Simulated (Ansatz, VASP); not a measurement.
# One calculation of TaAs, two programs

```
Ta As
1.0
    -1.70260    1.70260    5.75455
     1.70260   -1.70260    5.75455
     1.70260    1.70260   -5.75455
Ta As
2 2
Cartesian
  1.7026 0.0000 5.7581
  0.0000 0.0000 8.6353
  1.7026 0.0000 0.9471
  0.0000 0.0000 3.8244
```

Alike in both runs: functional LDA; k mesh 18 × 18 × 18; occupations gaussian, width 0.1 eV; no spin polarisation.

Ansatz relaxed the structure, and its values are those at the end. VASP's run is a single point on that final structure, the one shown.

```csv
,VASP,Ansatz
version,VASP 6.6.1,Ansatz 0.2.0
potentials or method,"VASP PAW LDA potentials, release 64 (Ta_pv, As), cutoff 520 eV","scalar-relativistic, plane waves, PAW"
valence electrons in the cell,32,56
```

Ansatz gave:

| Quantity | Value |
| --- | --- |
| gap on the k mesh at the Fermi level (eV) | none |
| pressure (GPa) | 0.0 |
| rms of the force components (eV/Å) | 0.001 |

**Question.** Estimate VASP's values.

**Answer.** gap on the k mesh at the Fermi level (eV): none; pressure (GPa): 1.2; rms of the force components (eV/Å): 0.004.

LDA's correlation is that of Perdew and Zunger in VASP and of Perdew and Wang (1992) in Ansatz. A gap of «none» marks a metal or a gap that the smearing closes. VASP's potentials hold 32 valence electrons a cell and Ansatz's 56, so a difference there can come from the potentials and not from the codes.

Spin-orbit coupling is off throughout.
